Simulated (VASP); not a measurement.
# NaH (Pm-3m) in VASP: single point with PBE

Aim: the single point of NaH with PBE.

All numbers are computed with VASP 6.6.1; they aren't measurements. Logs are shortened: lines on timing, memory, paths and dates and some standing lists are left out, and cuts for length are marked.

### Step 1. The cell of the first run

It takes space group Pm-3m (No. 221, cubic). The conventional cell has a = 2.955 Å, b = 2.955 Å, c = 2.955 Å, α = 90.00°, β = 90.00°, γ = 90.00°. Within 3.4 Å of Na (site symmetry m-3m) lie 8 H at 2.56 Å and 6 Na at 2.96 Å. H (site symmetry m-3m) has 8 Na at 2.56 Å and 6 H at 2.96 Å within 3.4 Å.

### Step 2. Single point, PBE

Contents of INCAR:

```
PREC = Accurate
ENCUT = 520
EDIFF = 1E-6
ISMEAR = 0
SIGMA = 0.05
LREAL = False
LASPH = True
NELM = 100
ALGO = Normal
ISIF = 2
LWAVE = False
LCHARG = False
GGA = PE
NBANDS = 11
```

Contents of KPOINTS:

```
regular mesh
0
Gamma
  10 10 10
```

Contents of POSCAR:

```
NaH
1.0
    2.9551240000      0.0000000000      0.0000000000
    0.0000000000      2.9551240000      0.0000000000
    0.0000000000      0.0000000000      2.9551240000
Na H
1 1
Direct
    0.0000000000      0.0000000000      0.0000000000
    0.5000000000      0.5000000000      0.5000000000
```

Potentials or basis: VASP PAW PBE potentials, release 64 (Na_pv, H).

Run with:

```sh
$ cat potpaw_PBE.64/Na_pv/POTCAR potpaw_PBE.64/H/POTCAR > POTCAR
$ mpirun -np 1 vasp_std > vasp.out
```

OUTCAR:

```text
PREC = Accurate
   ENCUT = 520
   EDIFF = 1E-6
   ISMEAR = 0
   LREAL = False
   LASPH = True
   NELM = 100
   ISIF = 2
   GGA = PE

 ion  position               nearest neighbor table
   1  0.000  0.000  0.000-
   2  0.500  0.500  0.500-

  LATTYP: Found a simple cubic cell.
 ALAT       =     2.9551240000

  Lattice vectors:

 A1 = (   2.9551240000,   0.0000000000,   0.0000000000)
 A2 = (   0.0000000000,   2.9551240000,   0.0000000000)
 A3 = (   0.0000000000,   0.0000000000,   2.9551240000)

Analysis of symmetry for initial positions (statically):
=====================================================================
 Subroutine PRICEL returns:
 Original cell was already a primitive cell.

 Routine SETGRP: Setting up the symmetry group for a
 simple cubic supercell.

 Subroutine GETGRP returns: Found 48 space group operations
 (whereof 48 operations were pure point group operations)
 out of a pool of 48 trial point group operations.

The static configuration has the point symmetry O_h .

Analysis of symmetry for dynamics (positions and initial velocities):
=====================================================================
 Subroutine PRICEL returns:
 Original cell was already a primitive cell.

 Routine SETGRP: Setting up the symmetry group for a
 simple cubic supercell.

 Subroutine GETGRP returns: Found 48 space group operations
 (whereof 48 operations were pure point group operations)
 out of a pool of 48 trial point group operations.

The dynamic configuration has the point symmetry O_h .

 Subroutine INISYM returns: Found 48 space group operations
 (whereof 48 operations are pure point group operations),
 and found     1 'primitive' translations

----------------------------------------------------------------------------------------

                                     Primitive cell

  volume of cell :      25.8064

  direct lattice vectors                    reciprocal lattice vectors
     2.955124000  0.000000000  0.000000000     0.338395275  0.000000000  0.000000000
     0.000000000  2.955124000  0.000000000     0.000000000  0.338395275  0.000000000
     0.000000000  0.000000000  2.955124000     0.000000000  0.000000000  0.338395275

  length of vectors
     2.955124000  2.955124000  2.955124000     0.338395275  0.338395275  0.338395275

  position of ions in fractional coordinates (direct lattice)
     0.000000000  0.000000000  0.000000000
     0.500000000  0.500000000  0.500000000

  ion indices of the primitive-cell ions
   primitive index   ion index
                 1           1
                 2           2

----------------------------------------------------------------------------------------

 KPOINTS: regular mesh

Automatic generation of k-mesh.
 Grid dimensions read from file:
 generate k-points for:   10   10   10

 Generating k-lattice:

  Cartesian coordinates                     Fractional coordinates (reciprocal lattice)
     0.033839528  0.000000000  0.000000000     0.100000000  0.000000000  0.000000000
     0.000000000  0.033839528  0.000000000     0.000000000  0.100000000  0.000000000
     0.000000000  0.000000000  0.033839528     0.000000000  0.000000000  0.100000000

  Length of vectors
     0.033839528  0.033839528  0.033839528

  Shift w.r.t. Gamma in fractional coordinates (k-lattice)
     0.000000000  0.000000000  0.000000000

 Subroutine IBZKPT returns following result:
 ===========================================

 Found     56 irreducible k-points:

 Following reciprocal coordinates:
            Coordinates               Weight
  0.000000  0.000000  0.000000      1.000000
  0.100000  0.000000  0.000000      6.000000
  0.200000  0.000000  0.000000      6.000000
  0.300000  0.000000  0.000000      6.000000
  0.400000  0.000000  0.000000      6.000000
  0.500000  0.000000  0.000000      3.000000
[... 16 lines left out ...]
  0.200000  0.100000  0.100000     24.000000
  0.300000  0.100000  0.100000     24.000000
 [... further k-points ...]
   k-points           NKPTS =     56   k-points in BZ     NKDIM =     56   number of bands    NBANDS=     11
   number of dos      NEDOS =    301   number of ions     NIONS =      2
   total plane-waves  NPLWV =  13824
   dimension x,y,z NGX =    24 NGY =   24 NGZ =   24
   dimension x,y,z NGXF=    48 NGYF=   48 NGZF=   48
   ions per type =               1   1
   NGX,Y,Z   is equivalent  to a cutoff of  13.50, 13.50, 13.50 a.u.
   NGXF,Y,Z  is equivalent  to a cutoff of  27.00, 27.00, 27.00 a.u.
 SYSTEM =  unknown system
   PREC   = accura    normal or accurate (medium, high low for compatibility)
   ISTART =      0    job   : 0-new  1-cont  2-samecut
   ICHARG =      2    charge: 1-file 2-atom 10-const
   ISPIN  =      1    spin polarized calculation?
   LNONCOLLINEAR =      F non collinear calculations
   LSORBIT =      F    spin-orbit coupling
   LASPH  =      T    aspherical Exc in radial PAW
   ENCUT  =  520.0 eV  38.22 Ry    6.18 a.u.   5.49  5.49  5.49*2*pi/ulx,y,z
   NELM   =    100;   NELMIN=  2; NELMDL= -5     # of ELM steps
   EDIFF  = 0.1E-05   stopping-criterion for ELM
   LREAL  =      F    real-space projection
   EDIFFG = 0.1E-04   stopping-criterion for IOM
   NSW    =      0    number of steps for IOM
   IBRION =     -1    ionic relax: 0-MD 1-quasi-New 2-CG
   NFREE  =      0    steps in history (QN), initial steepest desc. (CG)
   ISIF   =      2    stress and relaxation
   ISYM   =      2    0-nonsym 1-usesym 2-fastsym
   POTIM  = 0.5000    time-step for ionic-motion
   TEBEG  =    0.0;   TEEND  =   0.0 temperature during run
   PSTRESS=    0.0 pullay stress
   NELECT =       8.0000    total number of electrons
   NUPDOWN=      -1.0000    fix difference up-down
   EMIN   =  10.00;   EMAX   =-10.00  energy-range for DOS
   EFERMI =   0.00;   METHOD = LEGACY
   ISMEAR =     0;   SIGMA  =   0.05  broadening in eV -4-tet -1-fermi 0-gaus
   EFERMI_NEDOS =   21; number of points for ismear=-14 and -15
   IALGO  =     38    algorithm
   IMIX   =      4    mixing-type and parameters
     AMIX     =   0.40;   BMIX     =  1.00
     AMIX_MAG =   1.60;   BMIX_MAG =  1.00
  volume/ion in A,a.u.               =      12.90        87.08
  Fermi-wavevector in a.u.,A,eV,Ry     =   1.107973  2.093765 16.702564  1.227604
  Thomas-Fermi vector in A             =   2.244494
   LORBIT       =      0    0 simple, 1 ext, 2 COOP (PROOUT), +10 PAW based schemes
   GGA     = PE    functional components
   LHFCALC =     F    Hartree Fock is set to
   AEXX    =    0.0000 exact exchange contribution
   IVDW    =     0    specifies the selected vdW correction
   LEPSILON=     F    determine dielectric tensor
   LRPA    =     F    only Hartree local field effects (RPA)
 non-spin polarized calculation
 Gauss-broadening in eV      SIGMA  =   0.05
  energy-cutoff  :      520.00
  volume of cell :       25.81
 maximum number of plane-waves:       739
 NGX is ok and might be reduce to    24
   NGX = 11   NGY = 11   NGZ = 11

 number of electron       8.0000007 magnetization

 Free energy of the ion-electron system (eV)
  ---------------------------------------------------
  ext. energy  EPLUGINS =         0.00000000
  ---------------------------------------------------
  free energy    TOTEN  =        -4.77246057 eV

  energy without entropy =       -4.77246057  energy(sigma->0) =       -4.77246057

 E-fermi :   1.5970     XC(G=0):  -8.1597

 val. band max:        1.2989842667   @ k =   0.5000   0.5000   0.5000
 cond. band min:       2.3316320345   @ k =   0.5000   0.0000   0.0000
 fundamental gap:      1.0326477678
 Fermi energy:         1.5970027099

 k-point     1 :       0.0000    0.0000    0.0000
  band No.  band energies     occupation
      1     -23.2551      2.00000
      2     -23.2551      2.00000
      3     -23.2551      2.00000
      4      -4.6183      2.00000
      5       9.9512      0.00000
      6      12.2644      0.00000
      7      12.2644      0.00000
      8      13.7977      0.00000
      9      13.7977      0.00000
     10      13.7977      0.00000
     11      26.9726      0.00000

 k-point     2 :       0.1000    0.0000    0.0000
  band No.  band energies     occupation
      1     -23.2722      2.00000
      2     -23.2536      2.00000
      3     -23.2536      2.00000
      4      -4.4615      2.00000
      5       9.0485      0.00000
      6      11.2458      0.00000
      7      12.4297      0.00000
      8      13.9167      0.00000
      9      13.9167      0.00000
     10      16.0958      0.00000
     11      25.4643      0.00000

 k-point     3 :       0.2000    0.0000    0.0000
  band No.  band energies     occupation
      1     -23.3169      2.00000
      2     -23.2497      2.00000
      3     -23.2497      2.00000
      4      -4.0055      2.00000
      5       6.8456      0.00000
      6      11.2833      0.00000
      7      12.9222      0.00000
      8      14.2672      0.00000
      9      14.2672      0.00000
     10      19.3451      0.00000
     11      23.2709      0.00000

 k-point     4 :       0.3000    0.0000    0.0000
  band No.  band energies     occupation
      1     -23.3715      2.00000
      2     -23.2449      2.00000
      3     -23.2449      2.00000
      4      -3.3047      2.00000
      5       4.7117      0.00000
      6      11.6621      0.00000
      7      13.7252      0.00000
      8      14.8202      0.00000
      9      14.8202      0.00000
     10      21.0006      0.00000
     11      21.3154      0.00000

 k-point     5 :       0.4000    0.0000    0.0000
  band No.  band energies     occupation
      1     -23.4154      2.00000
      2     -23.2410      2.00000
      3     -23.2410      2.00000
      4      -2.5177      2.00000
      5       3.0432      0.00000
      6      12.0350      0.00000
      7      14.7650      0.00000
      8      15.4684      0.00000
      9      15.4684      0.00000
     10      18.9348      0.00000
     11      19.8107      0.00000
[... 211 lines left out ...]
 k-point    21 :       0.5000    0.5000    0.0000
  band No.  band energies     occupation
      1     -23.4019      2.00000
      2     -23.4019      2.00000
      3     -23.2251      2.00000
      4      -0.4298      2.00000
      5       5.5770      0.00000
      6       5.5770      0.00000
      7       8.1161      0.00000
      8      15.9977      0.00000
      9      19.9033      0.00000
     10      19.9033      0.00000
     11      20.3052      0.00000

 k-point    22 :       0.1000    0.1000    0.1000
  band No.  band energies     occupation
      1     -23.2720      2.00000
      2     -23.2675      2.00000
      3     -23.2675      2.00000
      4      -4.1535      2.00000
      5       8.6111      0.00000
      6      10.3647      0.00000
      7      10.3647      0.00000
      8      15.6246      0.00000
      9      16.5847      0.00000
     10      16.5847      0.00000
     11      23.1376      0.00000

 k-point    23 :       0.2000    0.1000    0.1000
  band No.  band energies     occupation
      1     -23.3132      2.00000
      2     -23.2659      2.00000
      3     -23.2634      2.00000
      4      -3.7087      2.00000
      5       7.0501      0.00000
      6       9.8322      0.00000
      7      10.8144      0.00000
      8      16.0849      0.00000
      9      16.8273      0.00000
     10      19.5217      0.00000
     11      20.8087      0.00000

 k-point    24 :       0.3000    0.1000    0.1000
  band No.  band energies     occupation
      1     -23.3669      2.00000
      2     -23.2607      2.00000
      3     -23.2583      2.00000
      4      -3.0271      2.00000
      5       5.0028      0.00000
      6      10.2342      0.00000
      7      11.5593      0.00000
      8      16.5005      0.00000
      9      16.6894      0.00000
     10      19.4139      0.00000
     11      19.9287      0.00000

 [... further k-points ...]

------------------------ aborting loop because EDIFF is reached ----------------------------------------

  FORCE on cell =-STRESS in cart. coord.  units (eV):
  Direction    XX          YY          ZZ          XY          YZ          ZX
  --------------------------------------------------------------------------------------
  -------------------------------------------------------------------------------------
  Total        0.0250710      0.0250710      0.0250710      0.0000000      0.0000000     -0.0000000
  in kB        1.5565235      1.5565235      1.5565235      0.0000000      0.0000000     -0.0000000
  external PRESSURE =       1.5565235 kB  Pullay stress =       0.0000000 kB

 VOLUME and BASIS-vectors are now :
 -----------------------------------------------------------------------------
  energy-cutoff  :      520.00
  volume of cell :       25.81
      direct lattice vectors                 reciprocal lattice vectors
     2.955124000  0.000000000  0.000000000     0.338395275  0.000000000  0.000000000
     0.000000000  2.955124000  0.000000000     0.000000000  0.338395275  0.000000000
     0.000000000  0.000000000  2.955124000     0.000000000  0.000000000  0.338395275

 POSITION                                       TOTAL-FORCE (eV/Angst)
 -----------------------------------------------------------------------------------
      0.00000      0.00000      0.00000         0.000000      0.000000      0.000000
      1.47756      1.47756      1.47756         0.000000      0.000000      0.000000
 -----------------------------------------------------------------------------------
    total drift:                                0.000000      0.000000      0.000000

  FREE ENERGIE OF THE ION-ELECTRON SYSTEM (eV)
  ---------------------------------------------------
  free  energy   TOTEN  =        -4.7724605686 eV

  energy  without entropy=       -4.7724605686  energy(sigma->0) =       -4.77246057
```

Wall time 13 s (1 thread of Intel Xeon 8259CL, shared host); peak memory 0.14 GiB.

What came out:

```
Free energy            : -4.7725 eV
Pressure               : 0.2 GPa
Band gap on the k mesh : 1.03 eV (least direct gap 4.43 eV)
```

Levels at points of the mesh, in eV from the valence-band top:
```
           k point  band 2  band 3  band 4  band 5  band 6  band 7
(0.00, 0.00, 0.00)  -24.55  -24.55   -5.92    8.65   10.97   10.97
(0.50, 0.00, 0.00)  -24.54  -24.54   -3.40    1.03   10.89   14.20
(0.50, 0.50, 0.00)  -24.70  -24.52   -1.73    4.28    4.28    6.82
(0.50, 0.50, 0.50)  -24.68  -24.68    0.00    6.90    6.90    6.90
```
